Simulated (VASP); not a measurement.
Runs of VASP 6.6.1 on SiO2. Symmetry: Immm, No. 71, orthorhombic system. The conventional cell has a = 3.268 Å, b = 3.739 Å, c = 5.625 Å, α = 90.00°, β = 90.00°, γ = 90.00°. Si (site symmetry mmm) has 2 O at 1.63 Å within 2.2 Å. O (site symmetry mmm) has 2 O at 1.87 Å and 4 Si at 2.48 Å within 2.5 Å. O (site symmetry mmm) has 2 Si at 1.63 Å and 2 O at 1.87 Å within 2.2 Å. 

```tsv
task	potentials or basis	spin	cell	cutoff (eV)	second run	gap on the mesh (eV)	pressure (GPa)	relaxed volume (Å³/atom)
single point	VASP PAW PBE potentials, release 64 (Si, O)	off	as given	520	-	none	23.1	-
single point	VASP PAW PBE potentials, release 64 (Si, O)	collinear, ferromagnetic start	as given	520	-	none	23.1	-
relaxation of cell and atoms	VASP PAW PBE potentials, release 64 (Si, O)	off	relaxed	600	-	-	-0.1	(a)
relaxation of cell and atoms	VASP PAW PBE potentials, release 64 (Si, O_h)	off	relaxed	910	hard_potentials	0.58	-0.3	9.25
```

Alike in all rows: level PBE; k mesh 8 × 8 × 8; smearing gaussian 0.1 eV.

Fill in the values left out.

(a) 9.86.

Caveats: the cutoff is under 1.25 times the usual one of these potentials, so pressure, stress and relaxed cells hold a basis-set (Pulay) error (some runs); the volume moved by over 15 % at a fixed basis, so the end points are rough (some runs).

A k mesh can miss the band edges.

A gap of «none» marks levels without a gap at the run's occupations.
